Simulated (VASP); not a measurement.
Runs of VASP 6.6.1 on Ag. The structure is that of space group Fm-3m (No. 225), or close to it. The cells are those of the table. 

| cell | gap on the mesh (eV) | pressure (GPa) |
| --- | --- | --- |
| a = 3.121 Å, angles 60.0°, 1 atom | none | (a) |
| a = 2.776, b = 2.776, c = 2.658 Å, angles 61.4, 61.4, 57.2°, 1 atom | none | 25.4 |
| a = 2.658 Å, angles 60.0°, 1 atom | none | (b) |
| a = 2.774 Å, angles 60.0°, 1 atom | none | 15.2 |
| a = 3.063, b = 3.063, c = 3.005 Å, angles 60.6, 60.6, 58.7°, 1 atom | none | -12.7 |
| a = 2.717, b = 2.717, c = 2.774 Å, angles 59.3, 59.3, 61.4°, 1 atom | none | (c) |
| a = 3.063, b = 3.063, c = 3.121 Å, angles 59.4, 59.4, 61.2°, 1 atom | none | -13.8 |
| a = 2.717, b = 2.717, c = 2.658 Å, angles 60.7, 60.7, 58.6°, 1 atom | none | 36.3 |

Alike in all rows: task single point; level PBEsol; potentials or basis VASP PAW PBE potentials, release 64 (Ag); no spin polarisation; k mesh 20 × 20 × 20; cutoff (eV) 520; smearing gaussian 0.15 eV.

**Question.** Estimate the missing entries.

**Answer.** (a) -14.5; (b) 50.3; (c) 24.6.

Caveats: the PAW data sets were made with another functional, which shifts forces and pressure a little.

A k mesh can miss the band edges, and the runs leave out spin-orbit coupling on Ag.

A gap of «none» marks levels without a gap at the run's occupations.
